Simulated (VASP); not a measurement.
# Si8Ni4F in VASP: single point with PBEsol

Aim: the single point of Si8Ni4F with PBEsol.

All numbers are computed with VASP 6.6.1; they aren't measurements. Logs are shortened: lines on timing, memory, paths and dates and some standing lists are left out, and cuts for length are marked.

## Step 1: The cell of the first run

The cell holds a slab with vacuum, 13 atoms: a = 3.812 Å, b = 5.391 Å, c = 24.718 Å, α = 90.00°, β = 90.00°, γ = 90.00°.

## Step 2: Single point, PBEsol

INCAR reads:

```
SYSTEM = Si8Ni4F
PREC     = Accurate       ! precision mode
ENCUT    = 520            ! plane-wave cutoff, eV
EDIFF    = 1E-6           ! SCF threshold, eV
ISMEAR   = 0              ! smearing method
SIGMA    = 0.1            ! smearing width, eV
LREAL    = .False.        ! projectors in reciprocal space
LASPH    = .True.         ! aspherical terms in the spheres
NELM     = 120            ! most SCF steps
ALGO     = Normal         ! electronic algorithm
ISIF     = 2              ! what is computed and relaxed
LWAVE    = .False.        ! write WAVECAR
LCHARG   = .False.        ! write CHGCAR
LDIPOL   = .True.       
IDIPOL   = 3            
DIPOL    = 0.5 0.5 0.472
GGA      = PS             ! functional
NBANDS   = 52             ! bands
GGA_COMPAT= .False.      
NELMDL   = -8
```

KPOINTS reads:

```
Automatic mesh
0
Gamma
  8 6 1
  0 0 0
```

POSCAR reads:

```
Si8Ni4F
1.0
    3.8123023665      0.0000000000      0.0000000000
    0.0000000000      5.3914097106      0.0000000000
    0.0000000000      0.0000000000     24.7184535498
Si Ni F
8 4 1
Direct
    0.0000000000      0.7500000000      0.3438726449
    0.0000000000      0.2500000000      0.3438726449
    0.5000000000      0.2500000000      0.4209871448
    0.5000000000      0.7500000000      0.4209871448
    0.0000000000      0.7539381077      0.5000057729
    0.0000000000      0.2460618923      0.5000057729
    0.5000000000      0.2707375963      0.5764750102
    0.5000000000      0.7292624037      0.5764750102
    0.5000000000      0.5000000000      0.3438726449
    0.0000000000      0.0000000000      0.4209871448
    0.5000000000      0.5000000000      0.4951061967
    0.0000000000      0.0000000000      0.5735833259
    0.0000000000      0.5000000000      0.6162923068
```

Potentials or basis: VASP PAW PBE potentials, release 64 (Si, Ni, F).

On the command line:

```console
$ cat potpaw_PBE.64/Si/POTCAR potpaw_PBE.64/Ni/POTCAR potpaw_PBE.64/F/POTCAR > POTCAR
$ mpirun -np 1 vasp_std > vasp.out
```

OUTCAR:

```text
SYSTEM = Si8Ni4F
   PREC = Accurate
   ENCUT = 520
   EDIFF = 1E-6
   ISMEAR = 0
   LREAL = .False.
   LASPH = .True.
   NELM = 120
   ISIF = 2
   GGA = PS
   NELMDL = -8

 ion  position               nearest neighbor table
   1  0.000  0.750  0.344-   9 2.33   9 2.33  10 2.33   2 2.70   2 2.70   4 2.70   4 2.70
   2  0.000  0.250  0.344-   9 2.33   9 2.33  10 2.33   1 2.70   1 2.70   3 2.70   3 2.70
   3  0.500  0.250  0.421-  11 2.27  10 2.33  10 2.33   9 2.33   4 2.70   4 2.70   2 2.70   2 2.70
                             6 2.73   6 2.73
   4  0.500  0.750  0.421-  11 2.27  10 2.33  10 2.33   9 2.33   3 2.70   3 2.70   1 2.70   1 2.70
                             5 2.73   5 2.73
   5  0.000  0.754  0.500-  12 2.25  11 2.35  11 2.35  10 2.36   6 2.65   8 2.69   8 2.69   4 2.73
                             4 2.73   6 2.74
   6  0.000  0.246  0.500-  12 2.25  11 2.35  11 2.35  10 2.36   5 2.65   7 2.69   7 2.69   3 2.73
                             3 2.73   5 2.74
   7  0.500  0.271  0.576-  11 2.36  12 2.40  12 2.40   8 2.47  13 2.48  13 2.48   6 2.69   6 2.69
                             8 2.92
   8  0.500  0.729  0.576-  11 2.36  12 2.40  12 2.40   7 2.47  13 2.48  13 2.48   5 2.69   5 2.69
                             7 2.92
   9  0.500  0.500  0.344-   1 2.33   2 2.33   1 2.33   2 2.33   3 2.33   4 2.33
  10  0.000  0.000  0.421-   3 2.33   4 2.33   3 2.33   4 2.33   1 2.33   2 2.33   5 2.36   6 2.36

  11  0.500  0.500  0.495-   3 2.27   4 2.27   5 2.35   6 2.35   5 2.35   6 2.35   7 2.36   8 2.36

  12  0.000  0.000  0.574-   5 2.25   6 2.25   7 2.40   8 2.40   7 2.40   8 2.40
  13  0.000  0.500  0.616-   7 2.48   8 2.48   7 2.48   8 2.48

  LATTYP: Found a simple orthorhombic cell.
 ALAT       =     3.8123023665
 B/A-ratio  =     1.4142135624
 C/A-ratio  =     6.4838649125

  Lattice vectors:

 A1 = (   3.8123023665,   0.0000000000,   0.0000000000)
 A2 = (   0.0000000000,   5.3914097106,   0.0000000000)
 A3 = (   0.0000000000,   0.0000000000,  24.7184535498)

Analysis of symmetry for initial positions (statically):
=====================================================================
 Subroutine PRICEL returns:
 Original cell was already a primitive cell.

 Routine SETGRP: Setting up the symmetry group for a
 simple orthorhombic supercell.

 Subroutine GETGRP returns: Found  4 space group operations
 (whereof  4 operations were pure point group operations)
 out of a pool of  8 trial point group operations.

The static configuration has the point symmetry C_2v.

Analysis of symmetry for dynamics (positions and initial velocities):
=====================================================================
 Subroutine PRICEL returns:
 Original cell was already a primitive cell.

 Routine SETGRP: Setting up the symmetry group for a
 simple orthorhombic supercell.

 Subroutine GETGRP returns: Found  4 space group operations
 (whereof  4 operations were pure point group operations)
 out of a pool of  8 trial point group operations.

The dynamic configuration has the point symmetry C_2v.

 Subroutine INISYM returns: Found  4 space group operations
 (whereof  4 operations are pure point group operations),
 and found     1 'primitive' translations

----------------------------------------------------------------------------------------

                                     Primitive cell

  volume of cell :     508.0553

  direct lattice vectors                    reciprocal lattice vectors
     3.812302366  0.000000000  0.000000000     0.262308680  0.000000000  0.000000000
     0.000000000  5.391409711  0.000000000     0.000000000  0.185480246  0.000000000
     0.000000000  0.000000000 24.718453550     0.000000000  0.000000000  0.040455605

  length of vectors
     3.812302366  5.391409711 24.718453550     0.262308680  0.185480246  0.040455605

  position of ions in fractional coordinates (direct lattice)
     0.000000000  0.750000000  0.343872645
     0.000000000  0.250000000  0.343872645
     0.500000000  0.250000000  0.420987145
     0.500000000  0.750000000  0.420987145
     0.000000000  0.753938108  0.500005773
     0.000000000  0.246061892  0.500005773
     0.500000000  0.270737596  0.576475010
     0.500000000  0.729262404  0.576475010
     0.500000000  0.500000000  0.343872645
     0.000000000  0.000000000  0.420987145
     0.500000000  0.500000000  0.495106197
     0.000000000  0.000000000  0.573583326
     0.000000000  0.500000000  0.616292307

  ion indices of the primitive-cell ions
   primitive index   ion index
                 1           1
                 2           2
                 3           3
                 4           4
                 5           5
                 6           6
                 7           7
                 8           8
                 9           9
                10          10
                11          11
                12          12
                13          13

----------------------------------------------------------------------------------------

 KPOINTS: Automatic mesh

Automatic generation of k-mesh.
 Grid dimensions read from file:
 generate k-points for:    8    6    1

 Generating k-lattice:

  Cartesian coordinates                     Fractional coordinates (reciprocal lattice)
     0.032788585  0.000000000  0.000000000     0.125000000  0.000000000  0.000000000
     0.000000000  0.030913374  0.000000000     0.000000000  0.166666667  0.000000000
     0.000000000  0.000000000  0.040455605     0.000000000  0.000000000  1.000000000

  Length of vectors
     0.032788585  0.030913374  0.040455605

  Shift w.r.t. Gamma in fractional coordinates (k-lattice)
     0.000000000  0.000000000  0.000000000

 Subroutine IBZKPT returns following result:
 ===========================================

 Found     20 irreducible k-points:

 Following reciprocal coordinates:
            Coordinates               Weight
  0.000000  0.000000  0.000000      1.000000
  0.125000  0.000000  0.000000      2.000000
  0.250000  0.000000  0.000000      2.000000
  0.375000  0.000000  0.000000      2.000000
  0.500000  0.000000  0.000000      1.000000
  0.000000  0.166667  0.000000      2.000000
[... 12 lines left out ...]
  0.375000  0.500000  0.000000      2.000000
  0.500000  0.500000  0.000000      1.000000
   k-points           NKPTS =     20   k-points in BZ     NKDIM =     20   number of bands    NBANDS=     52
   number of dos      NEDOS =    301   number of ions     NIONS =     13
   total plane-waves  NPLWV = 215040
   dimension x,y,z NGX =    28 NGY =   40 NGZ =  192
   dimension x,y,z NGXF=    56 NGYF=   80 NGZF=  384
   ions per type =               8   4   1
   NGX,Y,Z   is equivalent  to a cutoff of  12.21, 12.33, 12.91 a.u.
   NGXF,Y,Z  is equivalent  to a cutoff of  24.42, 24.67, 25.83 a.u.
 SYSTEM =  Si8Ni4F
   PREC   = accura    normal or accurate (medium, high low for compatibility)
   ISTART =      0    job   : 0-new  1-cont  2-samecut
   ICHARG =      2    charge: 1-file 2-atom 10-const
   ISPIN  =      1    spin polarized calculation?
   LNONCOLLINEAR =      F non collinear calculations
   LSORBIT =      F    spin-orbit coupling
   LASPH  =      T    aspherical Exc in radial PAW
   ENCUT  =  520.0 eV  38.22 Ry    6.18 a.u.   7.09 10.02 45.96*2*pi/ulx,y,z
   NELM   =    120;   NELMIN=  2; NELMDL= -8     # of ELM steps
   EDIFF  = 0.1E-05   stopping-criterion for ELM
   LREAL  =      F    real-space projection
   EDIFFG = 0.1E-04   stopping-criterion for IOM
   NSW    =      0    number of steps for IOM
   IBRION =     -1    ionic relax: 0-MD 1-quasi-New 2-CG
   NFREE  =      0    steps in history (QN), initial steepest desc. (CG)
   ISIF   =      2    stress and relaxation
   ISYM   =      2    0-nonsym 1-usesym 2-fastsym
   POTIM  = 0.5000    time-step for ionic-motion
   TEBEG  =    0.0;   TEEND  =   0.0 temperature during run
   PSTRESS=    0.0 pullay stress
   NELECT =      79.0000    total number of electrons
   NUPDOWN=      -1.0000    fix difference up-down
   EMIN   =  10.00;   EMAX   =-10.00  energy-range for DOS
   EFERMI =   0.00;   METHOD = LEGACY
   ISMEAR =     0;   SIGMA  =   0.10  broadening in eV -4-tet -1-fermi 0-gaus
   EFERMI_NEDOS =   21; number of points for ismear=-14 and -15
   IALGO  =     38    algorithm
   IMIX   =      4    mixing-type and parameters
     AMIX     =   0.40;   BMIX     =  1.00
     AMIX_MAG =   1.60;   BMIX_MAG =  1.00
  volume/ion in A,a.u.               =      39.08       263.73
  Fermi-wavevector in a.u.,A,eV,Ry     =   0.880333  1.663588 10.544322  0.774986
  Thomas-Fermi vector in A             =   2.000679
   LORBIT       =      0    0 simple, 1 ext, 2 COOP (PROOUT), +10 PAW based schemes
   GGA     = PS    functional components
   LHFCALC =     F    Hartree Fock is set to
   AEXX    =    0.0000 exact exchange contribution
   IVDW    =     0    specifies the selected vdW correction
   LEPSILON=     F    determine dielectric tensor
   LRPA    =     F    only Hartree local field effects (RPA)
 non-spin polarized calculation
 Gauss-broadening in eV      SIGMA  =   0.10
  energy-cutoff  :      520.00
  volume of cell :      508.06
 maximum number of plane-waves:     13728
   NGX = 15   NGY = 21   NGZ = 91

 dipolmoment           0.000000      0.000000     -0.013047 electrons x Angstroem

 number of electron      79.0000016 magnetization

 dipolmoment           0.000000      0.000000      0.076308 electrons x Angstroem

 Free energy of the ion-electron system (eV)
  ---------------------------------------------------
  ext. energy  EPLUGINS =         0.00000000
  ---------------------------------------------------
  free energy    TOTEN  =       -76.18578033 eV

  energy without entropy =      -76.15847730  energy(sigma->0) =      -76.17212881

 E-fermi :  -0.4614     XC(G=0):  -4.5197

 val. band max:       -0.4826865179   @ k =   0.1250   0.5000   0.0000
 cond. band min:      -0.4612343275   @ k =   0.5000   0.0000   0.0000
 fundamental gap:      0.0214521904
 Fermi energy:        -0.4614025161

 k-point     1 :       0.0000    0.0000    0.0000
  band No.  band energies     occupation
      1     -22.6730      2.00000
      2     -13.3418      2.00000
      3     -11.7972      2.00000
      4      -9.6009      2.00000
      5      -9.3965      2.00000
      6      -8.2234      2.00000
[... 43 lines left out ...]
     50       3.2829      0.00000
     51       3.9632      0.00000

 k-point     2 :       0.1250    0.0000    0.0000
  band No.  band energies     occupation
      1     -22.6662      2.00000
      2     -13.1902      2.00000
      3     -11.6590      2.00000
      4      -9.5112      2.00000
      5      -9.2802      2.00000
      6      -8.1243      2.00000
[... 964 lines left out ...]
 k-point    20 :       0.5000    0.5000    0.0000
  band No.  band energies     occupation
      1     -22.6253      2.00000
      2     -10.3032      2.00000
      3     -10.1467      2.00000
      4      -9.6418      2.00000
      5      -9.5994      2.00000
      6      -9.3505      2.00000
[... 43 lines left out ...]
     50       2.4217      0.00000
     51       2.7061      0.00000
 [bands above 51 left out]

------------------------ aborting loop because EDIFF is reached ----------------------------------------

 vacuum level on the upper side and lower side of the slab       (xc-potential included)         0.144        -0.509

  FORCE on cell =-STRESS in cart. coord.  units (eV):
  Direction    XX          YY          ZZ          XY          YZ          ZX
  --------------------------------------------------------------------------------------
  -------------------------------------------------------------------------------------
  Total      -11.0288463     -5.3570168     -0.5081576      0.0000000      0.0000000      0.0000000
  in kB      -34.7800093    -16.8936159     -1.6024999      0.0000000      0.0000000      0.0000000
  external PRESSURE =     -17.7587084 kB  Pullay stress =       0.0000000 kB

 VOLUME and BASIS-vectors are now :
 -----------------------------------------------------------------------------
  energy-cutoff  :      520.00
  volume of cell :      508.06
      direct lattice vectors                 reciprocal lattice vectors
     3.812302366  0.000000000  0.000000000     0.262308680  0.000000000  0.000000000
     0.000000000  5.391409711  0.000000000     0.000000000  0.185480246  0.000000000
     0.000000000  0.000000000 24.718453550     0.000000000  0.000000000  0.040455605

 POSITION                                       TOTAL-FORCE (eV/Angst)
 -----------------------------------------------------------------------------------
      0.00000      4.04356      8.50000         0.000000      0.420363     -0.066617
      0.00000      1.34785      8.50000         0.000000     -0.420363     -0.066617
      1.90615      1.34785     10.40615        -0.000000     -0.023859     -0.616998
      1.90615      4.04356     10.40615         0.000000      0.023859     -0.616998
      0.00000      4.06479     12.35937         0.000000     -0.010652     -0.012531
      0.00000      1.32662     12.35937        -0.000000      0.010652     -0.012531
      1.90615      1.45966     14.24957         0.000000     -0.001357     -0.004519
      1.90615      3.93175     14.24957         0.000000      0.001357     -0.004519
      1.90615      2.69570      8.50000         0.000000      0.000000      0.458958
      0.00000      0.00000     10.40615         0.000000      0.000000      0.872954
      1.90615      2.69570     12.23826         0.000000      0.000000      0.005792
      0.00000      0.00000     14.17809         0.000000      0.000000      0.051539
      0.00000      2.69570     15.23379         0.000000      0.000000      0.012089
 -----------------------------------------------------------------------------------
    total drift:                                0.000000     -0.000000      0.000482

  FREE ENERGIE OF THE ION-ELECTRON SYSTEM (eV)
  ---------------------------------------------------
  free  energy   TOTEN  =       -76.1857803340 eV

  energy  without entropy=      -76.1584772955  energy(sigma->0) =      -76.17212881

 vacuum level on the upper side and lower side of the slab         5.006         4.340
```

Wall time 35 min (1 thread of Oxide Virtual Turin-like, shared host); peak memory 0.73 GiB.

What came out:

| Item | Value |
| --- | --- |
| Free energy | -76.1858 eV |
| Largest force | 0.873 eV/Å |
| Band gap on the k mesh | zero (an odd number of electrons rules out a gap without spin polarisation) |

Forces in eV/Å, atoms in the order of the input:
```
Si   0.000  0.420 -0.067
Si   0.000 -0.420 -0.067
Si   0.000 -0.024 -0.617
Si   0.000  0.024 -0.617
Si   0.000 -0.011 -0.013
Si   0.000  0.011 -0.013
Si   0.000 -0.001 -0.005
Si   0.000  0.001 -0.005
Ni   0.000  0.000  0.459
Ni   0.000  0.000  0.873
Ni   0.000  0.000  0.006
Ni   0.000  0.000  0.052
F    0.000  0.000  0.012
```

Levels at points of the mesh, in eV from the Fermi level:
```
           k point  band 36  band 37  band 38  band 39  band 40  band 41  band 42  band 43
(0.00, 0.00, 0.00)    -1.59    -0.91    -0.34     0.61     0.84     1.01     1.85     2.21
(0.50, 0.00, 0.00)    -1.84    -1.48    -0.72    -0.54    -0.14    -0.11     0.00     0.99
(0.00, 0.50, 0.00)    -0.59    -0.56    -0.38    -0.26    -0.26    -0.09     0.27     1.36
(0.50, 0.50, 0.00)    -1.45    -1.01    -0.68    -0.49     0.06     1.27     1.60     1.74
```

Caveat: the PAW data sets were made with another functional, which shifts forces and pressure a little; an odd number of electrons without spin polarisation forces a metal; a magnetic or distorted state may lie lower.

The gap in the log of VASP goes by the Fermi energy; the results here count the filled bands.